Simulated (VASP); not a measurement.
Input of a VASP 6.6.1 run:

POSCAR

```
Al
1.0
    0.0000000000      2.0222963920      2.0222963920
    2.0222963920      0.0000000000      2.0222963920
    2.0222963920      2.0222963920      0.0000000000
Al
1
Direct
    0.0000000000      0.0000000000      0.0000000000
```

The input INCAR.step1:

```
SYSTEM = Al
PREC = Accurate ; ENCUT = 520
EDIFF = 1E-5 ; ISMEAR = 0
SIGMA = 0.05 ; LREAL = .FALSE.
LASPH = .TRUE. ; NELM = 60
ALGO = Normal ; ISIF = 2
LWAVE = .TRUE. ; LCHARG = .FALSE.
NBANDS = 8 ; GGA = PE
```

The input INCAR.step2:

```
SYSTEM = Al
PREC = Accurate ; ENCUT = 520
EDIFF = 1E-7 ; ISMEAR = 0
SIGMA = 0.05 ; LREAL = .FALSE.
LASPH = .TRUE. ; NELM = 60
ALGO = Normal ; ISIF = 2
LWAVE = .FALSE. ; LCHARG = .FALSE.
GGA = PE ; LHFCALC = .TRUE.
HFSCREEN = 0.2079 ; PRECFOCK = Normal
NBANDS = 8 ; ISTART = 1
```

Contents of KPOINTS:

```
regular mesh
0
G
  10 10 10
  0 0 0
```

Potentials or basis: VASP PAW PBE potentials, release 64 (Al).

Run with:

```console
$ cat potpaw_PBE.64/Al/POTCAR > POTCAR
$ cp INCAR.step1 INCAR
$ mpirun -np 1 vasp_std > vasp.out
$ cp INCAR.step2 INCAR
$ mpirun -np 1 vasp_std > vasp.out
```

**Question.** Predict the band gap on the k mesh.

**Answer.** Zero (an odd number of electrons rules out a gap without spin polarisation).

**Question.** Predict the pressure.

**Answer.** -1.5 GPa.

Caveat: the PAW data sets were made with another functional, which shifts forces and pressure a little.
